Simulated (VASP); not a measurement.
# Tl (P6_3/mmc) in VASP: single point with PBE

Aim: the single point of Tl with PBE.

Program: VASP 6.6.1. These are calculated values, not measurements. Logs are shortened: lines on timing, memory, paths and dates and some standing lists are left out, and cuts for length are marked.

### Step 1. The cell of the first run

It takes space group P6_3/mmc (No. 194, hexagonal). Conventional cell: a = 3.456 Å, b = 3.456 Å, c = 11.190 Å, α = 90.00°, β = 90.00°, γ = 120.00°. Within 4.5 Å of Tl (site symmetry -3m) lie 12 Tl at 3.44 to 3.46 Å. Within 4.5 Å of Tl (site symmetry -6m2) lie 12 Tl at 3.44 to 3.46 Å.

### Step 2. Single point, PBE

The input, POSCAR:

```
Tl
1.0
    1.7277570000      2.9925610000      0.0000000000
   -1.7277570000      2.9925610000      0.0000000000
    0.0000000000      0.0000000000     11.1901370000
Tl
4
Direct
    0.0000000000      0.0000000000      0.0000000000
    0.0000000000      0.0000000000      0.5000000000
    0.3333300000      0.3333400000      0.7500000000
    0.6666600000      0.6666700000      0.2500000000
```

The input, INCAR.step1:

```
SYSTEM = Tl
  ALGO = Normal
  EDIFF = 1E-6
  ENCUT = 520
  GGA = PE
  ISIF = 2
  ISMEAR = 1
  LASPH = .TRUE.
  LCHARG = .TRUE.
  LREAL = .FALSE.
  LWAVE = .FALSE.
  NBANDS = 34
  NELM = 60
  PREC = Accurate
  SIGMA = 0.0781
```

The input, KPOINTS.step1:

```
k-points
0
G
  9 9 3
  0 0 0
```

The input, INCAR.step2:

```
SYSTEM = Tl
  ALGO = Normal
  EDIFF = 1E-6
  ENCUT = 520
  GGA = PE
  ICHARG = 11
  ISIF = 2
  ISMEAR = -5
  LASPH = .TRUE.
  LCHARG = .FALSE.
  LORBIT = 11
  LREAL = .FALSE.
  LWAVE = .FALSE.
  NBANDS = 34
  NEDOS = 1001
  NELM = 60
  PREC = Accurate
  SIGMA = 0.0781
```

The input, KPOINTS.step2:

```
k-points
0
G
  14 14 5
  0 0 0
```

Potentials or basis: VASP PAW PBE potentials, release 64 (Tl_d).

On the command line:

```bash
$ cat potpaw_PBE.64/Tl_d/POTCAR > POTCAR
$ cp INCAR.step1 INCAR
$ cp KPOINTS.step1 KPOINTS
$ mpirun -np 1 vasp_std > vasp.out
$ cp INCAR.step2 INCAR
$ cp KPOINTS.step2 KPOINTS
$ mpirun -np 1 vasp_std > vasp.out
```

OUTCAR:

```text
SYSTEM = Tl
   EDIFF = 1E-6
   ENCUT = 520
   GGA = PE
   ICHARG = 11
   ISIF = 2
   ISMEAR = -5
   LASPH = .TRUE.
   LORBIT = 11
   LREAL = .FALSE.
   NELM = 60
   PREC = Accurate

 ion  position               nearest neighbor table
   1  0.000  0.000  0.000-   4 3.44   3 3.44   4 3.44   3 3.44   4 3.44   3 3.44
   2  0.000  0.000  0.500-   4 3.44   3 3.44   4 3.44   3 3.44   4 3.44   3 3.44
   3  0.333  0.333  0.750-   1 3.44   2 3.44   1 3.44   2 3.44   1 3.44   2 3.44
   4  0.667  0.667  0.250-   1 3.44   2 3.44   1 3.44   2 3.44   1 3.44   2 3.44

  LATTYP: Found a hexagonal cell.
 ALAT       =     3.4555123484
 C/A-ratio  =     3.2383438031

  Lattice vectors:

 A1 = (   1.7277570000,  -2.9925610000,   0.0000000000)
 A2 = (   1.7277570000,   2.9925610000,   0.0000000000)
 A3 = (   0.0000000000,   0.0000000000,  11.1901370000)

Analysis of symmetry for initial positions (statically):
=====================================================================
 Subroutine PRICEL returns:
 Original cell was already a primitive cell.

 Routine SETGRP: Setting up the symmetry group for a
 hexagonal supercell.

 Subroutine GETGRP returns: Found  4 space group operations
 (whereof  2 operations were pure point group operations)
 out of a pool of 24 trial point group operations.

The static configuration has the point symmetry C_2 .
 The point group associated with its full space group is C_2v.

Analysis of symmetry for dynamics (positions and initial velocities):
=====================================================================
 Subroutine PRICEL returns:
 Original cell was already a primitive cell.

 Routine SETGRP: Setting up the symmetry group for a
 hexagonal supercell.

 Subroutine GETGRP returns: Found  4 space group operations
 (whereof  2 operations were pure point group operations)
 out of a pool of 24 trial point group operations.

The dynamic configuration has the point symmetry C_2 .
 The point group associated with its full space group is C_2v.

 Subroutine INISYM returns: Found  4 space group operations
 (whereof  2 operations are pure point group operations),
 and found     1 'primitive' translations

----------------------------------------------------------------------------------------

                                     Primitive cell

  volume of cell :     115.7154

  direct lattice vectors                    reciprocal lattice vectors
     1.727757000  2.992561000  0.000000000     0.289392548  0.167080972  0.000000000
    -1.727757000  2.992561000  0.000000000    -0.289392548  0.167080972  0.000000000
     0.000000000  0.000000000 11.190137000     0.000000000  0.000000000  0.089364411

  length of vectors
     3.455512348  3.455512348 11.190137000     0.334161784  0.334161784  0.089364411

  position of ions in fractional coordinates (direct lattice)
     0.000000000  0.000000000  0.000000000
     0.000000000  0.000000000  0.500000000
     0.333330000  0.333340000  0.750000000
     0.666660000  0.666670000  0.250000000

  ion indices of the primitive-cell ions
   primitive index   ion index
                 1           1
                 2           2
                 3           3
                 4           4

----------------------------------------------------------------------------------------

 KPOINTS: k-points

Automatic generation of k-mesh.
 Grid dimensions read from file:
 generate k-points for:   14   14    5

 Generating k-lattice:

  Cartesian coordinates                     Fractional coordinates (reciprocal lattice)
     0.020670896  0.011934355  0.000000000     0.071428571  0.000000000  0.000000000
    -0.020670896  0.011934355  0.000000000     0.000000000  0.071428571  0.000000000
     0.000000000  0.000000000  0.017872882     0.000000000  0.000000000  0.200000000

  Length of vectors
     0.023868699  0.023868699  0.017872882

  Shift w.r.t. Gamma in fractional coordinates (k-lattice)
     0.000000000  0.000000000  0.000000000

 TETIRR: Found   1477 inequivalent tetrahedra from     5880

 Subroutine IBZKPT returns following result:
 ===========================================

 Found    171 irreducible k-points:

 Following reciprocal coordinates:
            Coordinates               Weight
  0.000000  0.000000  0.000000      1.000000
  0.071429  0.000000  0.000000      4.000000
  0.071429  0.071429  0.000000      2.000000
  0.142857 -0.000000  0.000000      4.000000
  0.142857  0.142857  0.000000      2.000000
  0.214286 -0.000000  0.000000      4.000000
[... 16 lines left out ...]
 -0.071429  0.214286  0.000000      4.000000
  0.357143  0.071429  0.000000      4.000000
 [... further k-points ...]
   k-points           NKPTS =    171   k-points in BZ     NKDIM =    171   number of bands    NBANDS=     34
   number of dos      NEDOS =   1001   number of ions     NIONS =      4
   total plane-waves  NPLWV =  65856
   dimension x,y,z NGX =    28 NGY =   28 NGZ =   84
   dimension x,y,z NGXF=    56 NGYF=   56 NGZF=  168
   ions per type =               4
   NGX,Y,Z   is equivalent  to a cutoff of  13.47, 13.47, 12.48 a.u.
   NGXF,Y,Z  is equivalent  to a cutoff of  26.94, 26.94, 24.96 a.u.
 SYSTEM =  Tl
   PREC   = accura    normal or accurate (medium, high low for compatibility)
   ISTART =      0    job   : 0-new  1-cont  2-samecut
   ICHARG =     11    charge: 1-file 2-atom 10-const
   ISPIN  =      1    spin polarized calculation?
   LNONCOLLINEAR =      F non collinear calculations
   LSORBIT =      F    spin-orbit coupling
   LASPH  =      T    aspherical Exc in radial PAW
   ENCUT  =  520.0 eV  38.22 Ry    6.18 a.u.   6.42  6.42 20.81*2*pi/ulx,y,z
   NELM   =     60;   NELMIN=  2; NELMDL=  0     # of ELM steps
   EDIFF  = 0.1E-05   stopping-criterion for ELM
   LREAL  =      F    real-space projection
   EDIFFG = 0.1E-04   stopping-criterion for IOM
   NSW    =      0    number of steps for IOM
   IBRION =     -1    ionic relax: 0-MD 1-quasi-New 2-CG
   NFREE  =      0    steps in history (QN), initial steepest desc. (CG)
   ISIF   =      2    stress and relaxation
   ISYM   =      2    0-nonsym 1-usesym 2-fastsym
   POTIM  = 0.5000    time-step for ionic-motion
   TEBEG  =    0.0;   TEEND  =   0.0 temperature during run
   PSTRESS=    0.0 pullay stress
   NELECT =      52.0000    total number of electrons
   NUPDOWN=      -1.0000    fix difference up-down
   EMIN   =  10.00;   EMAX   =-10.00  energy-range for DOS
   EFERMI =   0.00;   METHOD = LEGACY
   ISMEAR =    -5;   SIGMA  =   0.08  broadening in eV -4-tet -1-fermi 0-gaus
   EFERMI_NEDOS =   21; number of points for ismear=-14 and -15
   IALGO  =     38    algorithm
   IMIX   =      4    mixing-type and parameters
     AMIX     =   0.40;   BMIX     =  1.00
     AMIX_MAG =   1.60;   BMIX_MAG =  1.00
  volume/ion in A,a.u.               =      28.93       195.22
  Fermi-wavevector in a.u.,A,eV,Ry     =   1.253946  2.369615 21.393545  1.572381
  Thomas-Fermi vector in A             =   2.387775
   LORBIT       =     11    0 simple, 1 ext, 2 COOP (PROOUT), +10 PAW based schemes
   GGA     = PE    functional components
   LHFCALC =     F    Hartree Fock is set to
   AEXX    =    0.0000 exact exchange contribution
   IVDW    =     0    specifies the selected vdW correction
   LEPSILON=     F    determine dielectric tensor
   LRPA    =     F    only Hartree local field effects (RPA)
 non-spin polarized calculation
 Fermi weights with tetrahedron method with Bloechl corrections
  energy-cutoff  :      520.00
  volume of cell :      115.72
 maximum number of plane-waves:      3146
 NGX is ok and might be reduce to    28

 number of electron      52.0000012 magnetization

 Free energy of the ion-electron system (eV)
  ---------------------------------------------------
  ext. energy  EPLUGINS =         0.00000000
  ---------------------------------------------------
  free energy    TOTEN  =        -8.77882173 eV

  energy without entropy =       -8.77882173  energy(sigma->0) =       -8.77882173

 E-fermi :   6.4151     XC(G=0): -10.1337

 val. band max:        6.5431451341   @ k =   0.2143   0.3571   0.4000
 cond. band min:       6.2865299991   @ k =   0.5000   0.0000   0.2000
 fundamental gap:     -0.2566151349
 Fermi energy:         6.4150737632

 k-point     1 :       0.0000    0.0000    0.0000
  band No.  band energies     occupation
      1      -5.3347      2.00000
      2      -5.2219      2.00000
      3      -5.1991      2.00000
      4      -5.1537      2.00000
      5      -5.1537      2.00000
      6      -5.1286      2.00000
[... 26 lines left out ...]
     33      15.4748      0.00000
     34      16.5677      0.00000

 k-point     2 :       0.0714    0.0000    0.0000
  band No.  band energies     occupation
      1      -5.3155      2.00000
      2      -5.2096      2.00000
      3      -5.1985      2.00000
      4      -5.1580      2.00000
      5      -5.1368      2.00000
      6      -5.1349      2.00000
[... 26 lines left out ...]
     33      15.1872      0.00000
     34      15.7491      0.00000

 k-point     3 :       0.0714    0.0714    0.0000
  band No.  band energies     occupation
      1      -5.3155      2.00000
      2      -5.2096      2.00000
      3      -5.1985      2.00000
      4      -5.1580      2.00000
      5      -5.1368      2.00000
      6      -5.1349      2.00000
[... 26 lines left out ...]
     33      15.1872      0.00000
     34      15.7493      0.00000
[... 704 lines left out ...]
 k-point    23 :      -0.0714    0.2143    0.0000
  band No.  band energies     occupation
      1      -5.3180      2.00000
      2      -5.2482      2.00000
      3      -5.2449      2.00000
      4      -5.1919      2.00000
      5      -5.1658      2.00000
      6      -5.0813      2.00000
[... 26 lines left out ...]
     33      12.5136      0.00000
     34      12.9731      0.00000

 k-point    24 :       0.3571    0.0714    0.0000
  band No.  band energies     occupation
      1      -5.3740      2.00000
      2      -5.2882      2.00000
      3      -5.2864      2.00000
      4      -5.2566      2.00000
      5      -5.2060      2.00000
      6      -5.1103      2.00000
[... 26 lines left out ...]
     33      12.0032      0.00000
     34      12.3341      0.00000

 [... further k-points ...]

------------------------ aborting loop because EDIFF is reached ----------------------------------------

  FORCE on cell =-STRESS in cart. coord.  units (eV):
  Direction    XX          YY          ZZ          XY          YZ          ZX
  --------------------------------------------------------------------------------------
  -------------------------------------------------------------------------------------
  Total        1.6594366      1.6566668      1.8200648      0.0000000      0.0000000      0.0000000
  in kB       22.9763039     22.9379537     25.2003378      0.0000000      0.0000000      0.0000000
  external PRESSURE =      23.7048651 kB  Pullay stress =       0.0000000 kB

 VOLUME and BASIS-vectors are now :
 -----------------------------------------------------------------------------
  energy-cutoff  :      520.00
  volume of cell :      115.72
      direct lattice vectors                 reciprocal lattice vectors
     1.727757000  2.992561000  0.000000000     0.289392548  0.167080972  0.000000000
    -1.727757000  2.992561000  0.000000000    -0.289392548  0.167080972  0.000000000
     0.000000000  0.000000000 11.190137000     0.000000000  0.000000000  0.089364411

 POSITION                                       TOTAL-FORCE (eV/Angst)
 -----------------------------------------------------------------------------------
      0.00000      0.00000      0.00000         0.000002     -0.000000      0.000000
      0.00000      0.00000      5.59507         0.000002     -0.000000      0.000000
     -0.00002      1.99505      8.39260        -0.000002     -0.000009      0.000000
     -0.00002      3.99007      2.79753        -0.000002      0.000009      0.000000
 -----------------------------------------------------------------------------------
    total drift:                               -0.000001      0.000000     -0.000000

  FREE ENERGIE OF THE ION-ELECTRON SYSTEM (eV)
  ---------------------------------------------------
  free  energy   TOTEN  =        -8.7788217295 eV

  energy  without entropy=       -8.7788217295  energy(sigma->0) =       -8.77882173

 total charge

# of ion       s       p       d       tot
------------------------------------------
    1        1.187   0.385   9.639  11.212
    2        1.187   0.385   9.639  11.212
    3        1.175   0.394   9.639  11.208
    4        1.175   0.394   9.639  11.208
--------------------------------------------------
tot          4.724   1.560  38.556  44.841
```

Run time: 9.9 min. Hardware: 1 thread of Intel Xeon 8259CL, shared host; peak memory 0.59 GiB.

Results:

| Quantity | Value |
| --- | --- |
| Valence electrons inside the program's atomic spheres | Tl 11.21 |

Levels at points of the mesh, in eV from the Fermi level:
| k point | band 24 | band 25 | band 26 | band 27 | band 28 | band 29 |
| --- | --- | --- | --- | --- | --- | --- |
| (0.00, 0.00, 0.00) | -5.20 | -2.79 | 3.17 | 3.18 | 8.08 | 8.08 |
| (0.50, 0.00, 0.00) | -3.98 | -2.59 | -2.29 | -0.26 | 0.18 | 1.91 |
| (0.50, 0.50, 0.00) | -3.98 | -2.59 | -2.29 | -0.26 | 0.18 | 1.91 |

Caveat: spin-orbit coupling is left out, which moves the levels of the heavy elements.
